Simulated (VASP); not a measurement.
Crystal: BeCd3Te4.

```
Be Cd Te
1.0
     4.23428   -6.00042    0.00000
     4.23428    6.00042    0.00000
     0.00000    0.00000    4.26792
Be Cd Te
1 3 4
Cartesian
  4.2343 0.0000 0.0000
  2.1171 3.0002 2.1340
  2.1171 -3.0002 2.1340
  0.0000 0.0000 0.0000
  4.2343 3.0671 0.0000
  6.4353 0.0000 2.1340
  2.0332 0.0000 2.1340
  4.2343 -3.0671 0.0000
```

The cell was built from a structure type or drawn by symmetry, and may not be a known phase.

| Item | Value |
| --- | --- |
| Program | VASP 6.6.1 |
| Task | relaxation of cell and atoms |
| Functional | PBE |
| Potentials or basis | VASP PAW PBE potentials, release 64 (Be, Cd, Te) |
| Cutoff | 600 eV |
| k mesh | 3 × 3 × 4 |
| Occupations | gaussian, width 0.2 eV |
| Spin | no spin polarisation |

At the start: pressure 0.4 GPa; volume 27.11 Å³/atom.

Q: How do energy, volume and symmetry change on relaxing?

A: Over 6 steps the energy falls by 96.4 meV/atom and the volume is 26.51 Å³/atom (-2.2 %); space group Cmmm (No. 65, to 0.1 Å) before and after.

Step by step:
```csv
step,energy change (eV),largest force (eV/Å),pressure (GPa),volume (Å³)
1,0.0000,1.4561,0.38,216.87
2,-0.2683,1.1146,-0.63,218.90
3,-0.6268,0.2660,-2.53,225.04
4,-0.7632,0.0349,0.55,210.22
5,-0.7661,0.0587,0.12,211.95
6,-0.7709,0.0494,0.09,212.04
```

Final structure:
```xyz
8
Lattice="4.2174 -5.9974 0.0000 4.2174 5.9974 0.0000 0.0000 0.0000 4.1917" Properties=species:S:1:pos:R:3 pbc="T T T"
Be    4.2174    0.0000    4.1917
Cd    2.1087    2.9987    2.0958
Cd    2.1087   -2.9987    2.0958
Cd    0.0000    0.0000    4.1917
Te    4.2174    2.8187    4.1917
Te    6.0638    0.0000    2.0958
Te    2.3709    0.0000    2.0958
Te    4.2174   -2.8187    0.0000
```

Caveat: the k points lie up to 0.37 Å⁻¹ apart in the final cell; the relaxation stopped at a loose force limit of 0.08 eV/Å, so its end isn't a converged minimum.
